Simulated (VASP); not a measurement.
Cu, 2 atoms in the cell. The structure is monoclinic, space group P2_1/m (No. 11). Conventional cell: a = 2.512 Å, b = 4.113 Å, c = 2.534 Å, α = 90.00°, β = 119.14°, γ = 90.00°. Cu (site symmetry m) has 12 Cu at 2.51 to 2.56 Å within 3.3 Å. 

```yaml
Program: VASP 6.6.1
Task: single point
Functional: PBEsol
Potentials_or_basis: VASP PAW PBE potentials, release 64 (Cu)
Cutoff: 520 eV
k_mesh: 10 × 10 × 6
Occupations: fermi-dirac, width 0.05 eV
Spin: no spin polarisation
Dipole_correction: no
Further_INCAR_settings: ALGO = Normal; EDIFF = 1e-06; NBANDS = 18
```

Potentials or basis: VASP PAW PBE potentials, release 64 (Cu).

Launch:

```console
$ cat potpaw_PBE.64/Cu/POTCAR > POTCAR
$ mpirun -np 1 vasp_std > vasp.out
```

Hardware: 1 thread of Intel(R) Xeon(R) 6975P-C (Granite Rapids) (shared host).

Estimate the wall time of this run.

Wall time 29 s on 1 thread of Intel(R) Xeon(R) 6975P-C (Granite Rapids), with other jobs on the host, peak memory 0.19 GiB. Counts: scf iterations 12, k points 208.
